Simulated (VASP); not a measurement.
Input of a VASP 6.6.1 run:

Contents of INCAR:

```
SYSTEM = BeZn3Te4
  ALGO = Normal
  EDIFF = 1E-6
  ENCUT = 520
  GGA = PE
  ISIF = 2
  ISMEAR = 0
  LASPH = .True.
  LCHARG = .False.
  LREAL = .False.
  LWAVE = .False.
  NBANDS = 41
  NELM = 80
  PREC = Accurate
  SIGMA = 0.02
```

File KPOINTS:

```
k-points
0
Gamma
  6 6 4
  0 0 0
```

File POSCAR:

```
BeZn3Te4
1.0
    4.2697297130      0.0000000000      0.0000000000
    0.0000000000      4.2697297130      0.0000000000
    0.0000000000      0.0000000000     12.1619630821
Be Zn Te
1 3 4
Direct
    0.5000000000      0.5000000000      0.5000000000
    0.0000000000      0.0000000000      0.7401565307
    0.0000000000      0.0000000000      0.2598434693
    0.5000000000      0.5000000000      0.0000000000
    0.5000000000      0.0000000000      0.6091437257
    0.0000000000      0.5000000000      0.3908562743
    0.5000000000      0.0000000000      0.1299917259
    0.0000000000      0.5000000000      0.8700082741
```

Potentials or basis: VASP PAW PBE potentials, release 64 (Be, Zn, Te).

Run with:

```bash
$ cat potpaw_PBE.64/Be/POTCAR potpaw_PBE.64/Zn/POTCAR potpaw_PBE.64/Te/POTCAR > POTCAR
$ mpirun -np 1 vasp_std > vasp.out
```

Q: What does it give for the band gap on the k mesh?

A: 1.51 eV.

Q: Estimate the pressure.

A: 0.1 GPa.

Caveat: spin-orbit coupling is left out, which moves the levels of the heavy elements. A k mesh can miss the band edges.
